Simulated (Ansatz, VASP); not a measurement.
**TiO2 in VASP and in Ansatz**

File INCAR:

```
SYSTEM = TiO2
PREC = Accurate
ENCUT = 520
EDIFF = 1E-8
ISMEAR = -1
SIGMA = 0.02
LREAL = .FALSE.
LASPH = .TRUE.
NELM = 80
ALGO = Normal
ISIF = 2
LWAVE = .FALSE.
LCHARG = .FALSE.
LEFG = .TRUE.
NBANDS = 33
```

Contents of KPOINTS:

```
Automatic mesh
0
G
  11 11 11
  0 0 0
```

Contents of POSCAR:

```
TiO2
1.0
   -1.8921000000      1.8921000000      4.7573000000
    1.8921000000     -1.8921000000      4.7573000000
    1.8921000000      1.8921000000     -4.7573000000
Ti O
2 4
Direct
    0.0000000000      0.0000000000      0.0000000000
    0.7500000000      0.2500000000      0.5000000000
    0.2087869428      0.2087869428      0.0000000000
    0.9587869428      0.4587869428      0.5000000000
    0.5412130572      0.0412130572      0.5000000000
    0.7912130572      0.7912130572      0.0000000000
```

Input for Ansatz:

```yaml
crystal:
  lattice:
    - [-1.8921, 1.8921, 4.7573]
    - [1.8921, -1.8921, 4.7573]
    - [1.8921, 1.8921, -4.7573]
  atoms:
    - { symbol: Ti, position: [0.0, 0.0, 0.0] }
    - { symbol: Ti, position: [0.75, 0.25, 0.5] }
    - { symbol: O, position: [0.2087869428, 0.2087869428, 0.0] }
    - { symbol: O, position: [0.9587869428, 0.4587869428, 0.5] }
    - { symbol: O, position: [0.5412130572, 0.0412130572, 0.5] }
    - { symbol: O, position: [0.7912130572, 0.7912130572, 0.0] }
kpoints:
  mp_grid: { grid: [11, 11, 11] }
scf:
  occupations: { method: fermi_dirac, width: 0.02 }
hamiltonian:
  xc: lda
  pseudopotentials: { kind: paw, frozen_core: stored }
output:
  forces: true
  stress: true
  populations: true
  efg: { quadrupole_moments_barn: { Ti: 0.247, O: -0.02558 } }
  write_density: true
  write_potential: true
  elf: true
  volumetric_format: npy
```

Alike in both runs: task electric field gradients; functional LDA; k mesh 11 × 11 × 11; occupations fermi-dirac, width 0.02 eV; no spin polarisation.

|  | VASP | Ansatz |
| --- | --- | --- |
| version | VASP 6.6.1 | Ansatz 0.2.0 |
| potentials or method | VASP PAW LDA potentials, release 64 (Ti_sv, O) | plane-wave PAW, scalar-relativistic |
| plane-wave cutoff (eV) | 520 | 420 |
| valence electrons in the cell | 48 | 48 |

```tsv
	VASP	Ansatz	Ansatz less VASP
gap on the k mesh at the Fermi level (eV)	1.97	1.99	+0.022
pressure (GPa)	-5.9	-6.8	-0.92
traceless stress, the component that is largest in VASP (GPa)	-0.12	-0.12	+0.001
rms of the force components (eV/Å)	0.088	0.101	+0.0128
size of Vzz on the site where it differs most (V/Å²)	13.2	16.0	+2.85
```

Ansatz warns that its potentials were made for another functional, while VASP's fit it. LDA's correlation is that of Perdew and Zunger in VASP and of Perdew and Wang (1992) in Ansatz. Atom by atom the forces differ by 0.013 eV/Å (rms over components).
